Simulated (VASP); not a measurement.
Input of a VASP 6.6.1 run:

Contents of INCAR:

```
ALGO = Normal
EDIFF = 1E-7
ENCUT = 520
GGA = PE
ISIF = 2
ISMEAR = 0
LASPH = True
LCHARG = True
LELF = True
LREAL = False
LVHAR = True
LWAVE = False
NBANDS = 14
NELM = 60
PREC = Accurate
SIGMA = 0.03
```

The input KPOINTS:

```
k-points
0
Gamma
  13 13 7
```

Contents of POSCAR:

```
Re
1.0
    2.7768706464      0.0000000000      0.0000000000
   -1.3884353232      2.4048405228      0.0000000000
    0.0000000000      0.0000000000      4.4788142384
Re
2
Direct
    0.3333333333      0.6666666667      0.2500000000
    0.6666666667      0.3333333333      0.7500000000
```

Potentials or basis: VASP PAW PBE potentials, release 64 (Re).

Run with:

```console
$ cat potpaw_PBE.64/Re/POTCAR > POTCAR
$ mpirun -np 1 vasp_std > vasp.out
```

Q: What does it give for the band gap on the k mesh?

A: Zero (band 7 reaches 8.84 eV, above the bottom of band 8 at 6.14 eV).

Q: Estimate the pressure.

A: -0.7 GPa.

Stress tensor (GPa, compression positive):
```
-0.71  0.00  0.00
 0.00 -0.71  0.00
 0.00  0.00 -0.81
```

Caveat: spin-orbit coupling is left out, which moves the levels of the heavy elements.
